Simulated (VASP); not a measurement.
Ca2SeO:

```
O Ca Se
1.0
     3.88286    0.00000    0.00000
     0.00000    3.88286    0.00000
     0.00000    0.00000    5.49445
O Ca Se
1 2 1
Direct
  0.00000 0.00000 0.00000
  0.00000 0.00000 0.50000
  0.50000 0.50000 0.00000
  0.50000 0.50000 0.50000
```

Base run:

```yaml
Program: VASP 6.6.1
Functional: r2SCAN
Potentials_or_basis: VASP PAW PBE potentials, release 64 (O, Ca_sv, Se)
Cutoff: 520 eV
k_mesh: 6 × 6 × 4
Occupations: gaussian, width 0.01 eV
Spin: no spin polarisation
```

Its results: band gap on the k mesh 2.51 eV; pressure 0.4 GPa.

The run is repeated on the same cell with these changes: functional from r2SCAN to PBE; further incar settings from ALGO = Normal; EDIFF = 1e-06; NBANDS = 24 to ALGO = Normal; EDIFF = 1e-07; NBANDS = 24. What comes out?

Band gap on the k mesh 2.05 eV; pressure 1.3 GPa.

Caveats: the PAW data sets were made with another functional, which shifts forces and pressure a little (at least some runs).

A k mesh can miss the band edges.
